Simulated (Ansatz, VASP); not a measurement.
# One calculation of Ge, two programs

```
Ge
1.0
     1.48805   -2.59469    0.00000
     1.48805    2.59469    0.00000
     0.00000    0.00000    4.72760
Ge
2
Direct
  0.66655 0.33345 0.25000
  0.33345 0.66655 0.75000
```

Alike in both runs: task single point; functional PBEsol; k mesh 12 × 12 × 7; no spin polarisation.

|  | VASP | Ansatz |
| --- | --- | --- |
| version | VASP 6.6.1 | Ansatz 0.2.0 |
| potentials or method | VASP PAW PBE potentials, release 64 (Ge_d), cutoff 500 eV | plane waves, PAW |
| occupations | fermi-dirac, width 0.1 eV | fermi-dirac |
| valence electrons in the cell | 28 | 28 |

VASP gave:

```
pressure (GPa)                                                : 0.2
traceless stress, the component that is largest in VASP (GPa) : -1.09
```

Task: What did Ansatz give for the same quantities?

Result: Pressure (GPa): 0.3; traceless stress, the component that is largest in VASP (GPa): -1.09.

VASP's potentials were made for PBE, not for PBEsol.
